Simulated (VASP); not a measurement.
Wanted: the native input for a VASP 6.6.1 run.

| Quantity | Value |
| --- | --- |
| Task | single point |
| Functional | PBE |
| Potentials or basis | VASP PAW PBE potentials, release 64 (Hf_pv, O) |
| Cutoff | 520 eV |
| k mesh | 6 × 6 × 8 |
| Occupations | gaussian, width 0.05 eV |
| Spin | no spin polarisation |
| Dipole correction | no |
| Further INCAR settings | ALGO = Normal; EDIFF = 1e-06; NBANDS = 31 |

The structure of HfO2 lies in POSCAR:

```
HfO2
1.0
    4.9627313517      0.0000000000      0.0000000000
    0.0000000000      4.9627313517      0.0000000000
    0.0000000000      0.0000000000      3.2919623722
Hf O
2 4
Direct
    0.0000000000      0.0000000000     -0.0626951577
    0.5000000000      0.5000000000      0.5626951577
    0.1948161092      0.8051838908      0.4798800679
    0.3051838908      0.3051838908      0.0201199321
    0.6948161092      0.6948161092      0.0201199321
    0.8051838908      0.1948161092      0.4798800679
```

One way to write it, as run:

INCAR

```
ALGO = Normal ; EDIFF = 1E-6
ENCUT = 520 ; GGA = PE
ISIF = 2 ; ISMEAR = 0
LASPH = True ; LCHARG = True
LELF = True ; LREAL = False
LVHAR = True ; LWAVE = False
NBANDS = 31 ; NELM = 60
PREC = Accurate ; SIGMA = 0.05
```

KPOINTS

```
k-points
0
Gamma
  6 6 8
```

Potentials or basis: VASP PAW PBE potentials, release 64 (Hf_pv, O).

The run is started by

```console
$ cat potpaw_PBE.64/Hf_pv/POTCAR potpaw_PBE.64/O/POTCAR > POTCAR
$ mpirun -np 1 vasp_std > vasp.out
```

Results of the run:

| Quantity | Value |
| --- | --- |
| Pressure | -10.6 GPa |
| Largest force | 0.911 eV/Å |
| Band gap on the k mesh | 3.89 eV, direct |

Caveat: spin-orbit coupling is left out, which moves the levels of the heavy elements.

It took 98 s on 1 thread of AMD EPYC 9R45 (Zen 5), with other jobs on the host, peak memory 0.21 GiB.
